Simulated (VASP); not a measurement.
Set up this calculation in VASP 6.6.1, as the native input.

```yaml
Task: single point
Functional: PBE
Potentials_or_basis: VASP PAW PBE potentials, release 64 (Mg, Cd, Se)
Cutoff: 520 eV
k_mesh: 4 × 4 × 2
Occupations: gaussian, width 0.1 eV
Spin: no spin polarisation
Dipole_correction: no
Further_INCAR_settings: ALGO = Normal; EDIFF = 1e-06; NBANDS = 41
```

The structure of MgCd3Se4 lies in POSCAR:

```
MgCd3Se4
1.0
    4.1490593600      0.0000000000      0.0000000000
    0.0000000000      4.1490593600      0.0000000000
    0.0000000000      0.0000000000     11.7353120400
Mg Cd Se
1 3 4
Direct
    0.0000000000      0.0000000000      0.0000000000
    0.5000000000      0.5000000000      0.2500000000
    0.0000000000      0.0000000000      0.5000000000
    0.5000000000      0.5000000000      0.7500000000
    0.0000000000      0.0000000000      0.2500000000
    0.5000000000      0.5000000000      0.5000000000
    0.0000000000      0.0000000000      0.7500000000
    0.5000000000      0.5000000000      0.0000000000
```

The input as run:

INCAR

```
ALGO = Normal ; EDIFF = 1E-6
ENCUT = 520 ; GGA = PE
ISIF = 2 ; ISMEAR = 0
LASPH = T ; LCHARG = F
LREAL = F ; LWAVE = F
NBANDS = 41 ; NELM = 100
PREC = Accurate ; SIGMA = 0.1
```

KPOINTS

```
k-points
0
Gamma
  4 4 2
```

Potentials or basis: VASP PAW PBE potentials, release 64 (Mg, Cd, Se).

Launch:

```bash
$ cat potpaw_PBE.64/Mg/POTCAR potpaw_PBE.64/Cd/POTCAR potpaw_PBE.64/Se/POTCAR > POTCAR
$ mpirun -np 1 vasp_std > vasp.out
```

Results of the run:

```json
{"Pressure": "-4.2 GPa", "Largest force": "0.181 eV/Å", "Band gap on the k mesh": "zero (band 31 reaches 1.75 eV, above the bottom of band 32 at 1.37 eV)"}
```

Caveat: the k points lie up to 0.38 Å⁻¹ apart.

Run time: 49 s on 1 thread of Intel(R) Xeon(R) 6975P-C (Granite Rapids), with other jobs on the host, peak memory 0.32 GiB.
